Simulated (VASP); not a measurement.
Runs of VASP 6.6.1 on Ge. The structure is that of space group Fm-3m (No. 225), or close to it. The cells are those of the table. 

```tsv
cell	gap on the mesh (eV)	pressure (GPa)
a = 2.948 Å, angles 60.0°, 1 atom	none	(b)
a = 2.987 Å, angles 60.0°, 1 atom	none	-2.2
a = 2.908 Å, angles 60.0°, 1 atom	none	4.0
a = 2.867 Å, angles 60.0°, 1 atom	none	(a)
a = 2.825 Å, angles 60.0°, 1 atom	none	13.6
```

Alike in all rows: task single point; level LDA; potentials or basis VASP PAW LDA potentials, release 64 (Ge_d); no spin polarisation; k mesh 15 × 15 × 15; cutoff (eV) 520; smearing fermi-dirac 0.1 eV.

**Question.** Estimate the missing entries.

**Answer.** (a) 8.1; (b) 0.5.

A k mesh can miss the band edges, and the runs leave out spin-orbit coupling on Ge.

A gap of «none» marks levels without a gap at the run's occupations.
